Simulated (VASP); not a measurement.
ZnS (Wurtzite-2H), 4 atoms in the cell. Symmetry: P6_3mc, No. 186, hexagonal system. The conventional cell has a = 3.846 Å, b = 3.846 Å, c = 6.305 Å, α = 90.00°, β = 90.00°, γ = 120.00°. Zn (site symmetry 3m) has 4 S at 2.36 Å within 3.1 Å. Within 3.1 Å of S (site symmetry 3m) lie 4 Zn at 2.36 Å. 

| Item | Value |
| --- | --- |
| Program | VASP 6.6.1 |
| Task | relaxation of cell and atoms |
| Functional | PBEsol |
| Potentials or basis | VASP PAW PBE potentials, release 64 (Zn, S) |
| Cutoff | 600 eV |
| k mesh | 9 × 9 × 6 |
| Occupations | gaussian, width 0.02 eV |
| Spin | no spin polarisation |
| Dipole correction | no |
| Further INCAR settings | ALGO = Normal; EDIFF = 1e-07; IBRION = 2; EDIFFG = -0.005; NSW = 70; ISIF = 3 |

Potentials or basis: VASP PAW PBE potentials, release 64 (Zn, S).

The run is started by

```sh
$ cat potpaw_PBE.64/Zn/POTCAR potpaw_PBE.64/S/POTCAR > POTCAR
$ mpirun -np 1 vasp_std > vasp.out
```

Hardware: 1 thread of Intel(R) Xeon(R) Platinum 8559C (Emerald Rapids), on a shared host.

Q: How long does it take, and how much memory?

A: It took 2.7 min on 1 thread of Intel(R) Xeon(R) Platinum 8559C (Emerald Rapids), on a shared host, peak memory 0.28 GiB. Counts: scf iterations 59, k points 48, ion steps 7.
